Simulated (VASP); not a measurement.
# PtSe2 (P-3m1) in VASP: single point with HSE06

Aim: the single point of PtSe2 with HSE06.

Everything below comes from runs of VASP 6.6.1. Logs are shortened: lines on timing, memory, paths and dates and some standing lists are left out, and cuts for length are marked.

### 1 The cell of the first run

Symmetry: P-3m1, No. 164, trigonal system. The conventional cell has a = 3.924 Å, b = 3.924 Å, c = 5.554 Å, α = 90.00°, β = 90.00°, γ = 120.00°. Within 3.4 Å of Pt (site symmetry -3m) lie 6 Se at 2.57 Å. Within 3.4 Å of Se (site symmetry 3m) lie 3 Pt at 2.57 Å and 3 Se at 3.32 Å.

### 2 Single point, HSE06 (strain +5.2%)

POSCAR reads:

```
PtSe2
1.0
    3.9244045078      0.0000000000      0.0000000000
   -1.9622022539      3.3986339985      0.0000000000
    0.0000000000      0.0000000000      5.5542073620
Pt Se
1 2
Direct
    0.0000000000      0.0000000000      0.0000000000
    0.3333333333      0.6666666667      0.2181860956
    0.6666666667      0.3333333333      0.7818139044
```

INCAR.step1 reads:

```
SYSTEM = PtSe2
  PREC = Accurate
  ENCUT = 520
  EDIFF = 1E-5
  ISMEAR = 0
  SIGMA = 0.01
  LREAL = .False.
  LASPH = .True.
  NELM = 100
  ALGO = Normal
  ISIF = 2
  LWAVE = .True.
  LCHARG = .False.
  NBANDS = 18
  GGA = PE
  LUSENCCL = .False.
```

INCAR.step2 reads:

```
SYSTEM = PtSe2
  PREC = Accurate
  ENCUT = 520
  EDIFF = 1E-6
  ISMEAR = 0
  SIGMA = 0.01
  LREAL = .False.
  LASPH = .True.
  NELM = 100
  ALGO = Normal
  ISIF = 2
  LWAVE = .False.
  LCHARG = .False.
  GGA = PE
  LHFCALC = .True.
  HFSCREEN = 0.2079
  PRECFOCK = Normal
  NBANDS = 18
  ISTART = 1
  LUSENCCL = .False.
```

KPOINTS reads:

```
Automatic mesh
0
Gamma
  6 6 4
  0 0 0
```

Potentials or basis: VASP PAW PBE potentials, release 64 (Pt, Se).

Command:

```console
cat potpaw_PBE.64/Pt/POTCAR potpaw_PBE.64/Se/POTCAR > POTCAR
cp INCAR.step1 INCAR
mpirun -np 1 vasp_std > vasp.out
cp INCAR.step2 INCAR
mpirun -np 1 vasp_std > vasp.out
```

OUTCAR:

```text
SYSTEM = PtSe2
   PREC = Accurate
   ENCUT = 520
   EDIFF = 1E-6
   ISMEAR = 0
   LREAL = .False.
   LASPH = .True.
   NELM = 100
   ISIF = 2
   GGA = PE
   LHFCALC = .True.
   HFSCREEN = 0.2079
   PRECFOCK = Normal
   ISTART = 1

 ion  position               nearest neighbor table
   1  0.000  0.000  0.000-   2 2.57   3 2.57   3 2.57   2 2.57   3 2.57   2 2.57
   2  0.333  0.667  0.218-   1 2.57   1 2.57   1 2.57
   3  0.667  0.333  0.782-   1 2.57   1 2.57   1 2.57

  LATTYP: Found a hexagonal cell.
 ALAT       =     3.9244045078
 C/A-ratio  =     1.4152994043

  Lattice vectors:

 A1 = (   3.9244045078,   0.0000000000,   0.0000000000)
 A2 = (  -1.9622022539,   3.3986339985,   0.0000000000)
 A3 = (   0.0000000000,   0.0000000000,   5.5542073620)

Analysis of symmetry for initial positions (statically):
=====================================================================
 Subroutine PRICEL returns:
 Original cell was already a primitive cell.

 Routine SETGRP: Setting up the symmetry group for a
 hexagonal supercell.

 Subroutine GETGRP returns: Found 12 space group operations
 (whereof 12 operations were pure point group operations)
 out of a pool of 24 trial point group operations.

The static configuration has the point symmetry D_3d.

Analysis of symmetry for dynamics (positions and initial velocities):
=====================================================================
 Subroutine PRICEL returns:
 Original cell was already a primitive cell.

 Routine SETGRP: Setting up the symmetry group for a
 hexagonal supercell.

 Subroutine GETGRP returns: Found 12 space group operations
 (whereof 12 operations were pure point group operations)
 out of a pool of 24 trial point group operations.

The dynamic configuration has the point symmetry D_3d.

 Subroutine INISYM returns: Found 12 space group operations
 (whereof 12 operations are pure point group operations),
 and found     1 'primitive' translations

----------------------------------------------------------------------------------------

                                     Primitive cell

  volume of cell :      74.0799

  direct lattice vectors                    reciprocal lattice vectors
     3.924404508  0.000000000  0.000000000     0.254815730  0.147117930 -0.000000000
    -1.962202254  3.398633998  0.000000000     0.000000000  0.294235861  0.000000000
     0.000000000  0.000000000  5.554207362     0.000000000 -0.000000000  0.180043692

  length of vectors
     3.924404508  3.924404508  5.554207362     0.294235861  0.294235861  0.180043692

  position of ions in fractional coordinates (direct lattice)
     0.000000000  0.000000000  0.000000000
     0.333333333  0.666666667  0.218186096
     0.666666667  0.333333333  0.781813904

  ion indices of the primitive-cell ions
   primitive index   ion index
                 1           1
                 2           2
                 3           3

----------------------------------------------------------------------------------------

 KPOINTS: Automatic mesh

Automatic generation of k-mesh.
 Grid dimensions read from file:
 generate k-points for:    6    6    4

 Generating k-lattice:

  Cartesian coordinates                     Fractional coordinates (reciprocal lattice)
     0.042469288  0.024519655 -0.000000000     0.166666667  0.000000000  0.000000000
     0.000000000  0.049039310  0.000000000     0.000000000  0.166666667  0.000000000
     0.000000000 -0.000000000  0.045010923     0.000000000  0.000000000  0.250000000

  Length of vectors
     0.049039310  0.049039310  0.045010923

  Shift w.r.t. Gamma in fractional coordinates (k-lattice)
     0.000000000  0.000000000  0.000000000

 Subroutine IBZKPT returns following result:
 ===========================================

 Found     24 irreducible k-points:

 Following reciprocal coordinates:
            Coordinates               Weight
  0.000000  0.000000  0.000000      1.000000
  0.166667  0.000000  0.000000      6.000000
  0.333333  0.000000  0.000000      6.000000
  0.500000  0.000000  0.000000      3.000000
  0.166667  0.166667  0.000000      6.000000
  0.333333  0.166667  0.000000     12.000000
[... 16 lines left out ...]
  0.333333  0.166667  0.500000     12.000000
  0.333333  0.333333  0.500000      2.000000
   k-points           NKPTS =     24   k-points in BZ     NKDIM =    144   number of bands    NBANDS=     18
   number of dos      NEDOS =    301   number of ions     NIONS =      3
   total plane-waves  NPLWV =  37800
   dimension x,y,z NGX =    30 NGY =   30 NGZ =   42
   dimension x,y,z NGXF=    60 NGYF=   60 NGZF=   84
   ions per type =               1   2
   NGX,Y,Z   is equivalent  to a cutoff of  12.71, 12.71, 12.57 a.u.
   NGXF,Y,Z  is equivalent  to a cutoff of  25.42, 25.42, 25.14 a.u.
 SYSTEM =  PtSe2
   PREC   = accura    normal or accurate (medium, high low for compatibility)
   ISTART =      1    job   : 0-new  1-cont  2-samecut
   ICHARG =      0    charge: 1-file 2-atom 10-const
   ISPIN  =      1    spin polarized calculation?
   LNONCOLLINEAR =      F non collinear calculations
   LSORBIT =      F    spin-orbit coupling
   LASPH  =      T    aspherical Exc in radial PAW
   ENCUT  =  520.0 eV  38.22 Ry    6.18 a.u.   7.30  7.30 10.33*2*pi/ulx,y,z
   NELM   =    100;   NELMIN=  2; NELMDL=  0     # of ELM steps
   EDIFF  = 0.1E-05   stopping-criterion for ELM
   LREAL  =      F    real-space projection
   EDIFFG = 0.1E-04   stopping-criterion for IOM
   NSW    =      0    number of steps for IOM
   IBRION =     -1    ionic relax: 0-MD 1-quasi-New 2-CG
   NFREE  =      0    steps in history (QN), initial steepest desc. (CG)
   ISIF   =      2    stress and relaxation
   ISYM   =      3    0-nonsym 1-usesym 2-fastsym
   POTIM  = 0.5000    time-step for ionic-motion
   TEBEG  =    0.0;   TEEND  =   0.0 temperature during run
   PSTRESS=    0.0 pullay stress
   NELECT =      22.0000    total number of electrons
   NUPDOWN=      -1.0000    fix difference up-down
   EMIN   =  10.00;   EMAX   =-10.00  energy-range for DOS
   EFERMI =   0.00;   METHOD = LEGACY
   ISMEAR =     0;   SIGMA  =   0.01  broadening in eV -4-tet -1-fermi 0-gaus
   EFERMI_NEDOS =   21; number of points for ismear=-14 and -15
   IALGO  =     38    algorithm
   IMIX   =      1    mixing-type and parameters
     AMIX     =   0.40;   BMIX     =  1.00
     AMIX_MAG =   1.60;   BMIX_MAG =  1.00
  volume/ion in A,a.u.               =      24.69       166.64
  Fermi-wavevector in a.u.,A,eV,Ry     =   1.092234  2.064023 16.231408  1.192975
  Thomas-Fermi vector in A             =   2.228495
   LORBIT       =      0    0 simple, 1 ext, 2 COOP (PROOUT), +10 PAW based schemes
   GGA     = PE    functional components
   LHFCALC =     T    Hartree Fock is set to
   PRECFOCK=normal    Normal, Fast or Accurate (Low or Medium for compatibility)
   ENCUT4O =  -1.0   cutoff for four orbital integrals eV
   NKREDX  =     1    reduce k-point grid by
   NKREDY  =     1    reduce k-point grid by
   NKREDZ  =     1    reduce k-point grid by
   AEXX    =    0.2500 exact exchange contribution
   HFSCREEN=    0.2079 screening length (either q_TF or 0.3 A-1)
   HFSCREENC=   0.2079 screening length for correlation (either q_TF or 0.3 A-1)
   ENCUTFOCK=  -1.0 apply spherical cutoff to Coloumb kernel
   IVDW    =     0    specifies the selected vdW correction
   LEPSILON=     F    determine dielectric tensor
   LRPA    =     F    only Hartree local field effects (RPA)
 non-spin polarized calculation
 Gauss-broadening in eV      SIGMA  =   0.01
  energy-cutoff  :      520.00
  volume of cell :       74.08
 maximum number of plane-waves:      2013
 NGX is ok and might be reduce to    30
  NGX = 24; NGY = 24; NGZ = 32

 number of electron      22.0000004 magnetization

 Free energy of the ion-electron system (eV)
  ---------------------------------------------------
  ext. energy  EPLUGINS =         0.00000000
  ---------------------------------------------------
  free energy    TOTEN  =       -17.00183247 eV

  energy without entropy =      -17.00183247  energy(sigma->0) =      -17.00183247

 E-fermi :   3.8174     XC(G=0):  -7.8984

 val. band max:        3.7457506425   @ k =   0.0000   0.0000   0.0000
 cond. band min:       4.3893243242   @ k =   0.0000   0.3333   0.2500
 fundamental gap:      0.6435736817
 Fermi energy:         3.8173996130

 k-point     1 :       0.0000    0.0000    0.0000
  band No.  band energies     occupation
      1     -12.3494      2.00000
      2      -9.9319      2.00000
      3      -2.8081      2.00000
      4      -2.7741      2.00000
      5      -2.7741      2.00000
      6      -0.5584      2.00000
[... 10 lines left out ...]
     17      11.7221      0.00000
     18      14.4550      0.00000

 k-point     2 :       0.1667    0.0000    0.0000
  band No.  band energies     occupation
      1     -12.0747      2.00000
      2     -10.0470      2.00000
      3      -2.6395      2.00000
      4      -2.5652      2.00000
      5      -2.4865      2.00000
      6      -0.8589      2.00000
[... 10 lines left out ...]
     17      12.6282      0.00000
     18      13.8635      0.00000

 k-point     3 :       0.3333    0.0000    0.0000
  band No.  band energies     occupation
      1     -11.3927      2.00000
      2     -10.3183      2.00000
      3      -2.8141      2.00000
      4      -2.1365      2.00000
      5      -1.6871      2.00000
      6      -1.4463      2.00000
[... 10 lines left out ...]
     17      12.9135      0.00000
     18      13.1122      0.00000

 k-point     4 :       0.5000    0.0000    0.0000
  band No.  band energies     occupation
      1     -10.7517      2.00000
      2     -10.6891      2.00000
      3      -3.4481      2.00000
      4      -1.9897      2.00000
      5      -1.3540      2.00000
      6      -0.5597      2.00000
[... 375 lines left out ...]
      4      -2.3769      2.00000
      5      -1.9915      2.00000
      6      -1.0276      2.00000
[... 10 lines left out ...]
     17      12.9829      0.00000
     18      12.9850      0.00000

 k-point    23 :       0.3333    0.1667    0.5000
  band No.  band energies     occupation
      1     -10.8395      2.00000
      2     -10.5673      2.00000
      3      -3.1915      2.00000
      4      -2.3043      2.00000
      5      -1.6853      2.00000
      6      -0.8732      2.00000
[... 10 lines left out ...]
     17      13.0357      0.00000
     18      14.0069      0.00000

 k-point    24 :       0.3333    0.3333    0.5000
  band No.  band energies     occupation
      1     -10.6133      2.00000
      2     -10.6133      2.00000
      3      -2.6841      2.00000
      4      -2.4092      2.00000
      5      -2.4092      2.00000
      6      -0.7662      2.00000
[... 10 lines left out ...]
     17      11.9620      0.00000
     18      14.4881      0.00000

------------------------ aborting loop because EDIFF is reached ----------------------------------------

  FORCE on cell =-STRESS in cart. coord.  units (eV):
  Direction    XX          YY          ZZ          XY          YZ          ZX
  --------------------------------------------------------------------------------------
  -------------------------------------------------------------------------------------
  Total       -5.0064045     -5.0064045     -0.8020497     -0.0000000      0.0000000     -0.0000000
  in kB     -108.2770129   -108.2770129    -17.3464895     -0.0000000      0.0000000     -0.0000000
  external PRESSURE =     -77.9668385 kB  Pullay stress =       0.0000000 kB

 VOLUME and BASIS-vectors are now :
 -----------------------------------------------------------------------------
  energy-cutoff  :      520.00
  volume of cell :       74.08
      direct lattice vectors                 reciprocal lattice vectors
     3.924404508  0.000000000  0.000000000     0.254815730  0.147117930 -0.000000000
    -1.962202254  3.398633998  0.000000000     0.000000000  0.294235861  0.000000000
     0.000000000  0.000000000  5.554207362     0.000000000 -0.000000000  0.180043692

 POSITION                                       TOTAL-FORCE (eV/Angst)
 -----------------------------------------------------------------------------------
      0.00000      0.00000      0.00000         0.000000      0.000000      0.000000
     -0.00000      2.26576      1.21185         0.000000      0.000000     -0.303814
      1.96220      1.13288      4.34236        -0.000000      0.000000      0.303814
 -----------------------------------------------------------------------------------
    total drift:                               -0.000000      0.000000      0.000000

  FREE ENERGIE OF THE ION-ELECTRON SYSTEM (eV)
  ---------------------------------------------------
  free  energy   TOTEN  =       -17.0018324657 eV

  energy  without entropy=      -17.0018324657  energy(sigma->0) =      -17.00183247
```

Run time: 61 min. Hardware: 1 × NVIDIA H100 80GB with 1 thread of Intel Xeon Platinum 8481C at 2.70GHz (Sapphire Rapids), shared host; peak memory 1.2 GiB.

What came out:

- Free energy: -17.0018 eV
- Pressure: -7.8 GPa
- Largest force: 0.304 eV/Å
- Band gap on the k mesh: 0.64 eV (least direct gap 1.35 eV)

Forces in eV/Å, atoms in the order of the input:
```
Pt   0.000  0.000  0.000
Se   0.000  0.000 -0.304
Se   0.000  0.000  0.304
```

Levels at points of the mesh, in eV from the valence-band top:
```tsv
k point	band 9	band 10	band 11	band 12	band 13	band 14
(0.00, 0.00, 0.00)	-1.11	-1.11	0.00	2.22	2.22	4.28
(0.50, 0.00, 0.00)	-3.39	-3.01	-2.64	1.44	2.60	4.95
(0.00, 0.00, 0.50)	-1.97	-1.25	-1.25	2.54	2.54	5.51
(0.50, 0.00, 0.50)	-3.26	-3.14	-1.37	1.71	2.01	5.06
```

Caveat: the cell differs from its parent crystal (strain +5.2%); the stress differs along the axes, from -11 to -2 GPa; the PAW data sets were made with another functional, which shifts forces and pressure a little; spin-orbit coupling is left out, which moves the levels of the heavy elements; this functional lacks dispersion, which binds layers or chains, so the pressure and a relaxed spacing across them are unreliable. A k mesh can miss the band edges.
